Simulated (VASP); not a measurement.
# SnSe (P4/nmm) in VASP: further runs, part 2 of 2

VASP 6.6.1.

## Step 4: Single point, HSE06

The input, POSCAR:

```
SnSe
1.0
    4.2193393516      0.0000000000      0.0000000000
    0.0000000000      4.2193393516      0.0000000000
    0.0000000000      0.0000000000      5.9930255593
Sn Se
2 2
Direct
    0.5000000000      0.0000000000      0.2500915766
    0.0000000000      0.5000000000      0.7499084234
    0.5000000000      0.0000000000      0.7498972969
    0.0000000000      0.5000000000      0.2501027031
```

The input, INCAR.step1:

```
SYSTEM = SnSe
PREC     = Accurate       ! precision mode
ENCUT    = 520            ! plane-wave cutoff, eV
EDIFF    = 1E-5           ! SCF threshold, eV
ISMEAR   = 0              ! smearing method
SIGMA    = 0.01           ! smearing width, eV
LREAL    = .FALSE.        ! projectors in reciprocal space
LASPH    = .TRUE.         ! aspherical terms in the spheres
NELM     = 80             ! most SCF steps
ALGO     = Normal         ! electronic algorithm
ISIF     = 2              ! what is computed and relaxed
LWAVE    = .TRUE.         ! write WAVECAR
NBANDS   = 28             ! bands
GGA      = PE             ! functional
```

The input, INCAR.step2:

```
SYSTEM = SnSe
PREC     = Accurate       ! precision mode
ENCUT    = 520            ! plane-wave cutoff, eV
EDIFF    = 1E-6           ! SCF threshold, eV
ISMEAR   = 0              ! smearing method
SIGMA    = 0.01           ! smearing width, eV
LREAL    = .FALSE.        ! projectors in reciprocal space
LASPH    = .TRUE.         ! aspherical terms in the spheres
NELM     = 80             ! most SCF steps
ALGO     = Normal         ! electronic algorithm
ISIF     = 2              ! what is computed and relaxed
LWAVE    = .FALSE.        ! write WAVECAR
LCHARG   = .TRUE.         ! write CHGCAR
GGA      = PE             ! functional
LHFCALC  = .TRUE.         ! exact exchange
HFSCREEN = 0.2079         ! screening, 1/A
PRECFOCK = Normal       
LELF     = .TRUE.         ! ELF
LVHAR    = .TRUE.       
NBANDS   = 28             ! bands
ISTART   = 1
```

The input, KPOINTS:

```
Automatic mesh
0
G
  4 4 2
  0 0 0
```

Potentials or basis: VASP PAW PBE potentials, release 64 (Sn_d, Se).

On the command line:

```
cat potpaw_PBE.64/Sn_d/POTCAR potpaw_PBE.64/Se/POTCAR > POTCAR
cp INCAR.step1 INCAR
mpirun -np 1 vasp_std > vasp.out
cp INCAR.step2 INCAR
mpirun -np 1 vasp_std > vasp.out
```

OUTCAR:

```text
SYSTEM = SnSe
   PREC = Accurate
   ENCUT = 520
   EDIFF = 1E-6
   ISMEAR = 0
   LREAL = .FALSE.
   LASPH = .TRUE.
   NELM = 80
   ISIF = 2
   GGA = PE
   LHFCALC = .TRUE.
   HFSCREEN = 0.2079
   PRECFOCK = Normal
   ISTART = 1

 ion  position               nearest neighbor table
   1  0.500  0.000  0.250-   4 2.98   4 2.98   4 2.98   4 2.98   3 3.00   3 3.00
   2  0.000  0.500  0.750-   3 2.98   3 2.98   3 2.98   3 2.98   4 3.00   4 3.00
   3  0.500  0.000  0.750-   2 2.98   2 2.98   2 2.98   2 2.98   1 3.00   1 3.00
[... 571 lines left out ...]
  --------------------------------------------------------------------------------------
  -------------------------------------------------------------------------------------
  Total       -1.1606911     -1.1606911      3.0009849      0.0000000      0.0000000      0.0000000
  in kB      -17.4297914    -17.4297914     45.0649978      0.0000000      0.0000000      0.0000000
  external PRESSURE =       3.4018050 kB  Pullay stress =       0.0000000 kB

 VOLUME and BASIS-vectors are now :
 -----------------------------------------------------------------------------
  energy-cutoff  :      520.00
  volume of cell :      106.69
      direct lattice vectors                 reciprocal lattice vectors
     4.219339352  0.000000000  0.000000000     0.237003928  0.000000000  0.000000000
     0.000000000  4.219339352  0.000000000     0.000000000  0.237003928  0.000000000
     0.000000000  0.000000000  5.993025559     0.000000000  0.000000000  0.166860627

 POSITION                                       TOTAL-FORCE (eV/Angst)
 -----------------------------------------------------------------------------------
      2.10967      0.00000      1.49881        -0.000000     -0.000000      0.002090
      0.00000      2.10967      4.49422         0.000000      0.000000     -0.002090
      2.10967      0.00000      4.49415        -0.000000     -0.000000     -0.002086
      0.00000      2.10967      1.49887         0.000000      0.000000      0.002086
 -----------------------------------------------------------------------------------
    total drift:                                0.000003      0.000000     -0.000008

  FREE ENERGIE OF THE ION-ELECTRON SYSTEM (eV)
  ---------------------------------------------------
  free  energy   TOTEN  =       -19.1091728846 eV

  energy  without entropy=      -19.1091728845  energy(sigma->0) =      -19.10917288
```

OUTCAR.step1:

```text
SYSTEM = SnSe
   PREC = Accurate
   ENCUT = 520
   EDIFF = 1E-5
   ISMEAR = 0
   LREAL = .FALSE.
   LASPH = .TRUE.
   NELM = 80
[... 588 lines left out ...]
      0.00000      2.10967      4.49422         0.000000      0.000000     -0.000564
      2.10967      0.00000      4.49415        -0.000000      0.000000      0.000267
      0.00000      2.10967      1.49887         0.000000      0.000000     -0.000267
 -----------------------------------------------------------------------------------
    total drift:                                0.000000      0.000000      0.000000

  FREE ENERGIE OF THE ION-ELECTRON SYSTEM (eV)
  ---------------------------------------------------
  free  energy   TOTEN  =       -16.0435316958 eV

  energy  without entropy=      -16.0435316958  energy(sigma->0) =      -16.04353170
```

OSZICAR.step1:

```text
N       E                     dE             d eps       ncg     rms          rms(c)
DAV:   1     0.367748828803E+03    0.36775E+03   -0.19640E+04   688   0.187E+03
DAV:   2     0.341755480839E+02   -0.33357E+03   -0.32329E+03   672   0.480E+02
DAV:   3    -0.140936964269E+02   -0.48269E+02   -0.47498E+02   800   0.156E+02
DAV:   4    -0.163355928820E+02   -0.22419E+01   -0.22303E+01   776   0.347E+01
DAV:   5    -0.163910058994E+02   -0.55413E-01   -0.55408E-01   816   0.601E+00    0.461E+00
DAV:   6    -0.160462054622E+02    0.34480E+00   -0.71918E-01   904   0.464E+00    0.283E+00
DAV:   7    -0.160419462668E+02    0.42592E-02   -0.19397E-01   840   0.179E+00    0.119E+00
DAV:   8    -0.160434639018E+02   -0.15176E-02   -0.18797E-02   776   0.993E-01    0.158E-01
DAV:   9    -0.160434273448E+02    0.36557E-04   -0.21058E-03   796   0.349E-01    0.632E-02
DAV:  10    -0.160435162569E+02   -0.88912E-04   -0.27660E-04   752   0.837E-02    0.285E-02
DAV:  11    -0.160435310546E+02   -0.14798E-04   -0.59242E-05   664   0.491E-02    0.820E-03
DAV:  12    -0.160435316958E+02   -0.64121E-06   -0.54158E-06   424   0.171E-02
   1 F= -.16043532E+02 E0= -.16043532E+02  d E =-.168400E-18
```

It took 58 min on 1 thread of Oxide Virtual Turin-like, shared host; peak memory 0.32 GiB.

Results:

```
Free energy            : -19.1092 eV
Pressure               : 0.3 GPa
Band gap on the k mesh : 0.55 eV
```

Forces on the atoms (eV/Å):
```
Sn   0.000  0.000  0.002
Sn   0.000  0.000 -0.002
Se   0.000  0.000 -0.002
Se   0.000  0.000  0.002
```

Levels at points of the mesh, in eV from the valence-band top:
| k point | band 18 | band 19 | band 20 | band 21 | band 22 | band 23 |
| --- | --- | --- | --- | --- | --- | --- |
| (0.00, 0.00, 0.00) | -2.90 | -2.90 | -2.85 | 3.08 | 4.75 | 4.91 |
| (0.50, 0.00, 0.00) | -2.75 | -0.80 | -0.80 | 1.34 | 1.34 | 1.90 |
| (0.50, 0.50, 0.00) | -4.55 | -4.49 | -4.49 | 3.07 | 3.07 | 5.94 |
| (0.00, 0.00, 0.50) | -3.78 | -2.25 | -2.24 | 2.40 | 2.41 | 4.06 |
| (0.50, 0.00, 0.50) | -2.62 | 0.00 | 0.00 | 0.55 | 0.55 | 1.36 |
| (0.50, 0.50, 0.50) | -5.74 | -1.30 | -1.30 | 1.72 | 1.72 | 5.19 |

Caveat: the k points lie up to 0.52 Å⁻¹ apart; the PAW data sets were made with another functional, which shifts forces and pressure a little; spin-orbit coupling is left out, which moves the levels of the heavy elements. A k mesh can miss the band edges.

## Step 5: Single point, PBE-based screened hybrid with 40 % exact exchange

POSCAR is that of step 4.

The input, INCAR.step1:

```
  PREC = Accurate
  ENCUT = 520
  EDIFF = 1E-5
  ISMEAR = 0
  SIGMA = 0.01
  LREAL = False
  LASPH = True
  NELM = 60
  ALGO = Normal
  ISIF = 2
  LWAVE = True
  NBANDS = 28
  GGA = PE
```

The input, INCAR.step2:

```
  PREC = Accurate
  ENCUT = 520
  EDIFF = 1E-6
  ISMEAR = 0
  SIGMA = 0.01
  LREAL = False
  LASPH = True
  NELM = 60
  ALGO = Normal
  ISIF = 2
  LWAVE = False
  LCHARG = True
  GGA = PE
  LHFCALC = True
  AEXX = 0.4
  HFSCREEN = 0.2078
  PRECFOCK = Normal
  LELF = True
  LVHAR = True
  NBANDS = 28
  ISTART = 1
```

The input, KPOINTS:

```
Automatic mesh
0
Gamma
  4 4 2
```

On the command line:

```
cat potpaw_PBE.64/Sn_d/POTCAR potpaw_PBE.64/Se/POTCAR > POTCAR
cp INCAR.step1 INCAR
mpirun -np 1 vasp_std > vasp.out
cp INCAR.step2 INCAR
mpirun -np 1 vasp_std > vasp.out
```

Run time: 59 min. Hardware: 1 thread of Oxide Virtual Turin-like, shared host; peak memory 0.32 GiB.

It converged, with:

```yaml
Free_energy: -21.0561 eV
Pressure: -0.4 GPa
Largest_force: 0.005 eV/Å
Band_gap_on_the_k_mesh: 0.45 eV
```

Forces on the atoms (eV/Å):
```
Sn   0.000  0.000  0.004
Sn   0.000  0.000 -0.004
Se   0.000  0.000 -0.005
Se   0.000  0.000  0.005
```

Stress tensor (GPa, compression positive):
```
-2.52  0.00  0.00
 0.00 -2.52  0.00
 0.00  0.00  3.69
```

Levels at points of the mesh, in eV from the valence-band top:
```csv
k point,band 17,band 18,band 19,band 20,band 21,band 22,band 23,band 24
"(0.00, 0.00, 0.00)",-5.01,-3.32,-3.32,-3.27,3.13,4.99,5.16,5.16
"(0.50, 0.00, 0.00)",-3.18,-3.18,-0.98,-0.98,1.38,1.38,1.97,1.97
"(0.50, 0.50, 0.00)",-5.06,-5.06,-5.00,-5.00,3.12,3.12,6.24,6.24
"(0.00, 0.00, 0.50)",-4.24,-4.24,-2.58,-2.57,2.53,2.54,4.14,4.14
"(0.50, 0.00, 0.50)",-3.04,-3.04,0.00,0.00,0.45,0.45,1.41,1.41
"(0.50, 0.50, 0.50)",-6.32,-6.32,-1.63,-1.63,1.84,1.84,5.37,5.37
```

Caveat: the k points lie up to 0.52 Å⁻¹ apart; the PAW data sets were made with another functional, which shifts forces and pressure a little; spin-orbit coupling is left out, which moves the levels of the heavy elements. A k mesh can miss the band edges.

## Step 6: The runs side by side

| level | k mesh | cutoff (eV) | grid for exact exchange (PRECFOCK) | share of exact exchange | screening parameter | gap on the mesh (eV) | pressure (GPa) |
| --- | --- | --- | --- | --- | --- | --- | --- |
| PBEsol | 4 × 4 × 4 | 500 | - | - | - | 0.73 | -1.4 |
| PBE-based screened hybrid with 10 % exact exchange | 4 × 4 × 2 | 520 | Normal | 0.1 | 0.3 1/Å | 0.64 | 1.3 |
| HSE06 | 4 × 4 × 2 | 520 | Normal | 0.25 | 0.2079 1/Å | 0.55 | 0.3 |
| PBE-based screened hybrid with 40 % exact exchange | 4 × 4 × 2 | 520 | Normal | 0.4 | 0.2078 1/Å | 0.45 | -0.4 |

Alike in all rows: task single point; potentials or basis VASP PAW PBE potentials, release 64 (Sn_d, Se); no spin polarisation; cell as given; smearing gaussian 0.01 eV.

Caveats: some runs use coarse meshes; the PAW data sets were made with another functional, which shifts forces and pressure a little; spin-orbit coupling is left out, which moves the levels of the heavy elements; semilocal functionals underestimate gaps, and a narrow one can read as zero (at least some runs).

Absolute energies hang on the potentials; compare differences alone.
